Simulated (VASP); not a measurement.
# Ta (Im-3m) in VASP: single point with r2SCAN50

Aim: the single point of Ta with r2SCAN50.

Everything below comes from runs of VASP 6.6.1. Logs are shortened: lines on timing, memory, paths and dates and some standing lists are left out, and cuts for length are marked.

### 1 The cell of the first run

Symmetry: Im-3m, No. 229, cubic system. Conventional cell: a = 3.307 Å, b = 3.307 Å, c = 3.307 Å, α = 90.00°, β = 90.00°, γ = 90.00°. Ta (site symmetry m-3m) has 14 Ta at 2.86 to 3.31 Å within 3.8 Å.

### 2 Single point, r2SCAN50

POSCAR

```
Ta
1.0
   -1.6533592486      1.6533592486      1.6533592486
    1.6533592486     -1.6533592486      1.6533592486
    1.6533592486      1.6533592486     -1.6533592486
Ta
1
Direct
    0.0000000000      0.0000000000      0.0000000000
```

INCAR.step1

```
SYSTEM = Ta
  PREC = Accurate
  ENCUT = 440
  EDIFF = 1E-5
  ISMEAR = -1
  SIGMA = 0.1
  LREAL = .FALSE.
  LASPH = .TRUE.
  NELM = 120
  ALGO = Normal
  ISIF = 2
  LWAVE = .TRUE.
  GGA = PE
  NBANDS = 12
  GGA_COMPAT = .FALSE.
```

INCAR.step2

```
SYSTEM = Ta
  PREC = Accurate
  ENCUT = 440
  EDIFF = 1E-6
  ISMEAR = -1
  SIGMA = 0.1
  LREAL = .FALSE.
  LASPH = .TRUE.
  NELM = 120
  ALGO = Normal
  ISIF = 2
  LWAVE = .FALSE.
  LCHARG = .TRUE.
  METAGGA = R2SCAN
  LHFCALC = .TRUE.
  AEXX = 0.5
  LMIXTAU = .TRUE.
  PRECFOCK = Normal
  LELF = .TRUE.
  LVHAR = .TRUE.
  ISTART = 1
  NBANDS = 12
  GGA_COMPAT = .FALSE.
```

KPOINTS

```
regular mesh
0
G
  7 7 7
  0 0 0
```

Potentials or basis: VASP PAW PBE potentials, release 64 (Ta_pv).

Run with:

```sh
cat potpaw_PBE.64/Ta_pv/POTCAR > POTCAR
cp INCAR.step1 INCAR
mpirun -np 1 vasp_std > vasp.out
cp INCAR.step2 INCAR
mpirun -np 1 vasp_std > vasp.out
```

OUTCAR:

```text
SYSTEM = Ta
   PREC = Accurate
   ENCUT = 440
   EDIFF = 1E-6
   ISMEAR = -1
   LREAL = .FALSE.
   LASPH = .TRUE.
   NELM = 120
   ISIF = 2
   METAGGA = R2SCAN
   LHFCALC = .TRUE.
   AEXX = 0.5
   PRECFOCK = Normal
   ISTART = 1

 ion  position               nearest neighbor table
   1  0.000  0.000  0.000-

  LATTYP: Found a body centered cubic cell.
 ALAT       =     3.3067184972

  Lattice vectors:

 A1 = (  -1.6533592486,   1.6533592486,   1.6533592486)
 A2 = (   1.6533592486,  -1.6533592486,   1.6533592486)
 A3 = (   1.6533592486,   1.6533592486,  -1.6533592486)

Analysis of symmetry for initial positions (statically):
=====================================================================
 Subroutine PRICEL returns:
 Original cell was already a primitive cell.

 Routine SETGRP: Setting up the symmetry group for a
 body centered cubic supercell.

 Subroutine GETGRP returns: Found 48 space group operations
 (whereof 48 operations were pure point group operations)
 out of a pool of 48 trial point group operations.

The static configuration has the point symmetry O_h .

Analysis of symmetry for dynamics (positions and initial velocities):
=====================================================================
 Subroutine PRICEL returns:
 Original cell was already a primitive cell.

 Routine SETGRP: Setting up the symmetry group for a
 body centered cubic supercell.

 Subroutine GETGRP returns: Found 48 space group operations
 (whereof 48 operations were pure point group operations)
 out of a pool of 48 trial point group operations.

The dynamic configuration has the point symmetry O_h .

 Subroutine INISYM returns: Found 48 space group operations
 (whereof 48 operations are pure point group operations),
 and found     1 'primitive' translations

----------------------------------------------------------------------------------------

                                     Primitive cell

  volume of cell :      18.0785

  direct lattice vectors                    reciprocal lattice vectors
    -1.653359249  1.653359249  1.653359249     0.000000000  0.302414615  0.302414615
     1.653359249 -1.653359249  1.653359249     0.302414615  0.000000000  0.302414615
     1.653359249  1.653359249 -1.653359249     0.302414615  0.302414615  0.000000000

  length of vectors
     2.863702222  2.863702222  2.863702222     0.427678849  0.427678849  0.427678849

  position of ions in fractional coordinates (direct lattice)
     0.000000000  0.000000000  0.000000000

  ion indices of the primitive-cell ions
   primitive index   ion index
                 1           1

----------------------------------------------------------------------------------------

 KPOINTS: regular mesh

Automatic generation of k-mesh.
 Grid dimensions read from file:
 generate k-points for:    7    7    7

 Generating k-lattice:

  Cartesian coordinates                     Fractional coordinates (reciprocal lattice)
     0.000000000  0.043202088  0.043202088     0.142857143  0.000000000  0.000000000
     0.043202088  0.000000000  0.043202088     0.000000000  0.142857143  0.000000000
     0.043202088  0.043202088  0.000000000     0.000000000  0.000000000  0.142857143

  Length of vectors
     0.061096978  0.061096978  0.061096978

  Shift w.r.t. Gamma in fractional coordinates (k-lattice)
     0.000000000  0.000000000  0.000000000

 Subroutine IBZKPT returns following result:
 ===========================================

 Found     20 irreducible k-points:

 Following reciprocal coordinates:
            Coordinates               Weight
  0.000000  0.000000  0.000000      1.000000
  0.142857  0.000000  0.000000     12.000000
  0.285714  0.000000  0.000000     12.000000
  0.428571  0.000000  0.000000     12.000000
  0.142857  0.142857  0.000000     24.000000
  0.285714  0.142857 -0.000000     48.000000
[... 12 lines left out ...]
 -0.428571 -0.428571  0.285714      8.000000
 -0.428571  0.428571  0.428571      6.000000
   k-points           NKPTS =     20   k-points in BZ     NKDIM =    343   number of bands    NBANDS=     12
   number of dos      NEDOS =    301   number of ions     NIONS =      1
   total plane-waves  NPLWV =   8000
   dimension x,y,z NGX =    20 NGY =   20 NGZ =   20
   dimension x,y,z NGXF=    40 NGYF=   40 NGZF=   40
   ions per type =               1
   NGX,Y,Z   is equivalent  to a cutoff of  11.61, 11.61, 11.61 a.u.
   NGXF,Y,Z  is equivalent  to a cutoff of  23.22, 23.22, 23.22 a.u.
 SYSTEM =  Ta
   PREC   = accura    normal or accurate (medium, high low for compatibility)
   ISTART =      1    job   : 0-new  1-cont  2-samecut
   ICHARG =      0    charge: 1-file 2-atom 10-const
   ISPIN  =      1    spin polarized calculation?
   LNONCOLLINEAR =      F non collinear calculations
   LSORBIT =      F    spin-orbit coupling
   LASPH  =      T    aspherical Exc in radial PAW
   ENCUT  =  440.0 eV  32.34 Ry    5.69 a.u.   4.90  4.90  4.90*2*pi/ulx,y,z
   NELM   =    120;   NELMIN=  2; NELMDL=  0     # of ELM steps
   EDIFF  = 0.1E-05   stopping-criterion for ELM
   LREAL  =      F    real-space projection
   EDIFFG = 0.1E-04   stopping-criterion for IOM
   NSW    =      0    number of steps for IOM
   IBRION =     -1    ionic relax: 0-MD 1-quasi-New 2-CG
   NFREE  =      0    steps in history (QN), initial steepest desc. (CG)
   ISIF   =      2    stress and relaxation
   ISYM   =      3    0-nonsym 1-usesym 2-fastsym
   POTIM  = 0.5000    time-step for ionic-motion
   TEBEG  =    0.0;   TEEND  =   0.0 temperature during run
   PSTRESS=    0.0 pullay stress
   NELECT =      11.0000    total number of electrons
   NUPDOWN=      -1.0000    fix difference up-down
   EMIN   =  10.00;   EMAX   =-10.00  energy-range for DOS
   EFERMI =   0.00;   METHOD = LEGACY
   ISMEAR =    -1;   SIGMA  =   0.10  broadening in eV -4-tet -1-fermi 0-gaus
   EFERMI_NEDOS =   21; number of points for ismear=-14 and -15
   IALGO  =     38    algorithm
   IMIX   =      1    mixing-type and parameters
     AMIX     =   0.40;   BMIX     =  1.00
     AMIX_MAG =   1.60;   BMIX_MAG =  1.00
  volume/ion in A,a.u.               =      18.08       122.00
  Fermi-wavevector in a.u.,A,eV,Ry     =   1.387241  2.621505 26.183553  1.924437
  Thomas-Fermi vector in A             =   2.511481
   LORBIT       =      0    0 simple, 1 ext, 2 COOP (PROOUT), +10 PAW based schemes
   METAGGA = R2SCAN    functional components
   LHFCALC =     T    Hartree Fock is set to
   PRECFOCK=normal    Normal, Fast or Accurate (Low or Medium for compatibility)
   ENCUT4O =  -1.0   cutoff for four orbital integrals eV
   NKREDX  =     1    reduce k-point grid by
   NKREDY  =     1    reduce k-point grid by
   NKREDZ  =     1    reduce k-point grid by
   AEXX    =    0.5000 exact exchange contribution
   HFSCREEN=    0.0000 screening length (either q_TF or 0.3 A-1)
   HFSCREENC=   0.0000 screening length for correlation (either q_TF or 0.3 A-1)
   ENCUTFOCK=  -1.0 apply spherical cutoff to Coloumb kernel
   IVDW    =     0    specifies the selected vdW correction
   LEPSILON=     F    determine dielectric tensor
   LRPA    =     F    only Hartree local field effects (RPA)
 non-spin polarized calculation
  energy-cutoff  :      440.00
  volume of cell :       18.08
 maximum number of plane-waves:       391
  NGX = 16; NGY = 16; NGZ = 16

 number of electron      11.0000003 magnetization

 Free energy of the ion-electron system (eV)
  ---------------------------------------------------
  ext. energy  EPLUGINS =         0.00000000
  ---------------------------------------------------
  free energy    TOTEN  =       -36.87069495 eV

  energy without entropy =      -36.86248997  energy(sigma->0) =      -36.86659246

 E-fermi :   4.6076     XC(G=0):  -7.5143

 val. band max:        4.4811385671   @ k =   0.1429   0.1429   0.0000
 cond. band min:       5.6347031138   @ k =   0.4286   0.1429  -0.0000
 fundamental gap:      1.1535645467
 Fermi energy:         4.6075863645

 k-point     1 :       0.0000    0.0000    0.0000
  band No.  band energies     occupation
      1     -34.0330      2.00000
      2     -34.0330      2.00000
      3     -34.0330      2.00000
      4      -6.1168      2.00000
      5       7.4139      0.00000
      6       7.4139      0.00000
      7       7.4139      0.00000
      8      11.5901      0.00000
      9      11.5901      0.00000
     10      22.9900      0.00000
     11      22.9900      0.00000
     12      22.9900      0.00000

 k-point     2 :       0.1429    0.0000    0.0000
  band No.  band energies     occupation
      1     -34.3400      2.00000
      2     -34.1196      2.00000
      3     -34.0338      2.00000
      4      -5.0277      2.00000
      5       6.3970      0.00000
      6       6.7037      0.00000
      7       8.4149      0.00000
      8      10.7478      0.00000
      9      11.5334      0.00000
     10      23.2194      0.00000
     11      23.7453      0.00000
     12      24.7416      0.00000

 k-point     3 :       0.2857    0.0000    0.0000
  band No.  band energies     occupation
      1     -34.9895      2.00000
      2     -34.3077      2.00000
      3     -34.0327      2.00000
      4      -2.6191      2.00000
      5       3.5994      1.99992
      6       4.0915      1.98859
      7      10.9786      0.00000
      8      11.2472      0.00000
      9      11.7546      0.00000
     10      22.6311      0.00000
     11      23.2164      0.00000
     12      24.2727      0.00000

 k-point     4 :       0.4286    0.0000    0.0000
  band No.  band energies     occupation
      1     -35.4778      2.00000
      2     -34.4562      2.00000
      3     -34.0318      2.00000
      4      -1.5725      2.00000
      5       2.3788      2.00000
      6       6.2067      0.00000
      7      11.4711      0.00000
      8      12.4103      0.00000
      9      14.8262      0.00000
     10      19.9888      0.00000
     11      20.5821      0.00000
     12      23.2241      0.00000

 k-point     5 :       0.1429    0.1429    0.0000
  band No.  band energies     occupation
      1     -34.7808      2.00000
      2     -34.2300      2.00000
      3     -34.0961      2.00000
      4      -3.1716      2.00000
      5       4.0853      1.98927
      6       4.4811      1.55959
      7      10.1405      0.00000
      8      10.5427      0.00000
      9      12.1183      0.00000
     10      23.2187      0.00000
     11      24.3241      0.00000
     12      24.9839      0.00000
[... 168 lines left out ...]
      1     -34.9494      2.00000
      2     -34.6259      2.00000
      3     -34.6259      2.00000
      4      -0.0508      2.00000
      5       2.3277      2.00000
      6       8.1452      0.00000
      7       8.1452      0.00000
      8      10.9766      0.00000
      9      12.3079      0.00000
     10      23.2034      0.00000
     11      23.4225      0.00000
     12      26.4369      0.00000

 k-point    18 :      -0.4286    0.4286    0.2857
  band No.  band energies     occupation
      1     -35.1812      2.00000
      2     -34.7919      2.00000
      3     -34.6650      2.00000
      4       0.4668      2.00000
      5       1.0482      2.00000
      6       8.2909      0.00000
      7       8.7927      0.00000
      8      14.0324      0.00000
      9      14.1434      0.00000
     10      20.6096      0.00000
     11      22.3966      0.00000
     12      23.2218      0.00000

 k-point    19 :      -0.4286   -0.4286    0.2857
  band No.  band energies     occupation
      1     -35.0632      2.00000
      2     -35.0632      2.00000
      3     -34.6902      2.00000
      4       0.3468      2.00000
      5       0.3468      2.00000
      6       7.9192      0.00000
      7      12.5100      0.00000
      8      12.5100      0.00000
      9      17.9969      0.00000
     10      18.6349      0.00000
     11      18.6349      0.00000
     12      23.2213      0.00000

 k-point    20 :      -0.4286    0.4286    0.4286
  band No.  band energies     occupation
      1     -35.0273      2.00000
      2     -34.9646      2.00000
      3     -34.9646      2.00000
      4      -0.3809      2.00000
      5      -0.3241      2.00000
      6      12.2169      0.00000
      7      12.2169      0.00000
      8      14.0030      0.00000
      9      14.6168      0.00000
     10      18.8087      0.00000
     11      18.8087      0.00000
     12      23.2158      0.00000

------------------------ aborting loop because EDIFF is reached ----------------------------------------

  FORCE on cell =-STRESS in cart. coord.  units (eV):
  Direction    XX          YY          ZZ          XY          YZ          ZX
  --------------------------------------------------------------------------------------
  -------------------------------------------------------------------------------------
  Total       -0.7386052     -0.7386052     -0.7386052     -0.0000000      0.0000000     -0.0000000
  in kB      -65.4577799    -65.4577799    -65.4577799     -0.0000000      0.0000000     -0.0000000
  external PRESSURE =     -65.4577799 kB  Pullay stress =       0.0000000 kB

 VOLUME and BASIS-vectors are now :
 -----------------------------------------------------------------------------
  energy-cutoff  :      440.00
  volume of cell :       18.08
      direct lattice vectors                 reciprocal lattice vectors
    -1.653359249  1.653359249  1.653359249     0.000000000  0.302414615  0.302414615
     1.653359249 -1.653359249  1.653359249     0.302414615  0.000000000  0.302414615
     1.653359249  1.653359249 -1.653359249     0.302414615  0.302414615  0.000000000

 POSITION                                       TOTAL-FORCE (eV/Angst)
 -----------------------------------------------------------------------------------
      0.00000      0.00000      0.00000        -0.000000     -0.000000      0.000000
 -----------------------------------------------------------------------------------
    total drift:                                0.000000      0.000000     -0.000000

  FREE ENERGIE OF THE ION-ELECTRON SYSTEM (eV)
  ---------------------------------------------------
  free  energy   TOTEN  =       -36.8706949516 eV

  energy  without entropy=      -36.8624899735  energy(sigma->0) =      -36.86659246
```

It took 15 min on 1 thread of AMD EPYC 7R13 (Zen 3), shared host; peak memory 0.11 GiB.

Results:

```yaml
Free_energy: -36.8707 eV
Pressure: -6.5 GPa
Band_gap_on_the_k_mesh: zero (an odd number of electrons rules out a gap without spin polarisation)
```

Caveat: the k points lie up to 0.38 Å⁻¹ apart, too coarse for converged energies and pressures of a metal; the PAW data sets were made with another functional, which shifts forces and pressure a little; spin-orbit coupling is left out, which moves the levels of the heavy elements.

The gap in the log of VASP goes by the Fermi energy; the results here count the filled bands.